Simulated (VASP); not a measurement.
**ZrN: single point with PBE+D3(BJ)**

Crystal: ZrN.

```
Zr N
1.0
     0.00000    2.26484    2.26484
     2.26484    0.00000    2.26484
     2.26484    2.26484    0.00000
Zr N
1 1
Direct
  0.50000 0.50000 0.50000
  0.00000 0.00000 0.00000
```

This cell differs from its parent crystal: volume scaled by 0.98.

* Program: VASP 6.6.1
* Task: single point
* Functional: PBE
* Dispersion: D3(BJ)
* Potentials or basis: VASP PAW PBE potentials, release 64 (Zr_sv, N)
* Cutoff: 600 eV
* k mesh: 8 × 8 × 8
* Occupations: gaussian, width 0.05 eV
* Spin: no spin polarisation

| Quantity | Value |
| --- | --- |
| Pressure | 5.7 GPa |
| Dispersion energy per atom | -0.443 eV |

Levels at points of the mesh, in eV from the Fermi level:
```csv
k point,band 5,band 6,band 7,band 8,band 9,band 10,band 11,band 12,band 13,band 14
"(0.00, 0.00, 0.00)",-16.42,-2.70,-2.70,-2.70,-0.43,-0.43,-0.43,1.65,1.65,3.22
"(0.50, 0.00, 0.00)",-14.05,-7.84,-5.87,-5.87,3.18,3.24,3.24,4.92,8.11,8.11
"(0.50, 0.50, 0.00)",-15.93,-4.53,-3.64,-3.17,-3.17,3.54,4.77,4.77,5.33,9.33
```

It took 7.9 s on 1 thread of Intel(R) Xeon(R) 6975P-C (Granite Rapids), on a shared host, peak memory 0.17 GiB.

Caveat: pairwise dispersion overbinds metals, which lowers pressure and volume.
